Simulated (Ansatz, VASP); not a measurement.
Two plane-wave programs on LiNbO3

```
Li Nb O
1.0
     2.55596    1.47568    4.80060
    -2.55596    1.47568    4.80060
     0.00000   -2.95137    4.80060
Li Nb O
2 2 6
Direct
  0.25000 0.25000 0.25000
  0.75000 0.75000 0.75000
  0.00000 0.00000 0.00000
  0.50000 0.50000 0.50000
  0.14948 0.35052 0.75000
  0.75000 0.14948 0.35052
  0.35052 0.75000 0.14948
  0.85052 0.64948 0.25000
  0.25000 0.85052 0.64948
  0.64948 0.25000 0.85052
```

Alike in both runs: task single point; functional PBE; k mesh 6 × 6 × 6; occupations gaussian, width 0.05 eV; no spin polarisation.

|  | VASP | Ansatz |
| --- | --- | --- |
| version | VASP 6.6.1 | Ansatz 0.2.0 |
| potentials or method | VASP PAW PBE potentials, release 64 (Li_sv, Nb_sv, O), cutoff 520 eV | scalar-relativistic, plane waves, PAW |
| valence electrons in the cell | 68 | 68 |

Ansatz gave:

* gap on the k mesh at the Fermi level (eV): 2.36
* least direct gap on the mesh (eV): 2.47
* rms of the force components (eV/Å): 0.343

**Question.** Which values does VASP return?

**Answer.** gap on the k mesh at the Fermi level (eV): 2.33; least direct gap on the mesh (eV): 2.45; rms of the force components (eV/Å): 0.335.

Atom by atom the forces differ by 0.008 eV/Å (rms over components).

Noted on VASP's run: the cutoff is short for stress, so the pressure is rough.
